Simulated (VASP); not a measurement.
A run of VASP 6.6.1 is set up as follows.

File INCAR:

```
ALGO = Normal
EDIFF = 1E-8
ENCUT = 520
GGA = PE
ISIF = 2
ISMEAR = -1
LASPH = T
LCHARG = F
LEFG = T
LREAL = F
LWAVE = F
NBANDS = 32
NELM = 60
PREC = Accurate
SIGMA = 0.03
```

The input KPOINTS:

```
k-points
0
Gamma
  6 6 6
```

File POSCAR:

```
Bi2Se3
1.0
    2.0852182350      1.2039013093      9.6085459482
   -2.0852182350      1.2039013093      9.6085459482
    0.0000000000     -2.4078026186      9.6085459482
Bi Se
2 3
Direct
    0.4008000000      0.4008000000      0.4008000000
    0.5992000000      0.5992000000      0.5992000000
    0.0000000000      0.0000000000      0.0000000000
    0.2117000000      0.2117000000      0.2117000000
    0.7883000000      0.7883000000      0.7883000000
```

Potentials or basis: VASP PAW PBE potentials, release 64 (Bi_d, Se).

Command:

```console
$ cat potpaw_PBE.64/Bi_d/POTCAR potpaw_PBE.64/Se/POTCAR > POTCAR
$ mpirun -np 1 vasp_std > vasp.out
```

Question: Estimate the largest force.

Answer: 0.131 eV/Å.

Question: Estimate the pressure.

Answer: 1.3 GPa.

Question: Predict the band gap on the k mesh.

Answer: 0.23 eV.

Forces on the atoms (eV/Å):
```
Bi   0.000  0.000 -0.131
Bi   0.000  0.000  0.131
Se   0.000  0.000  0.000
Se   0.000  0.000 -0.036
Se   0.000  0.000  0.036
```

Caveat: without QUAD_EFG the Cq values of the log hold for a quadrupole moment of 1 mb, not for the nuclei; spin-orbit coupling is left out, which moves the levels of the heavy elements. A k mesh can miss the band edges.
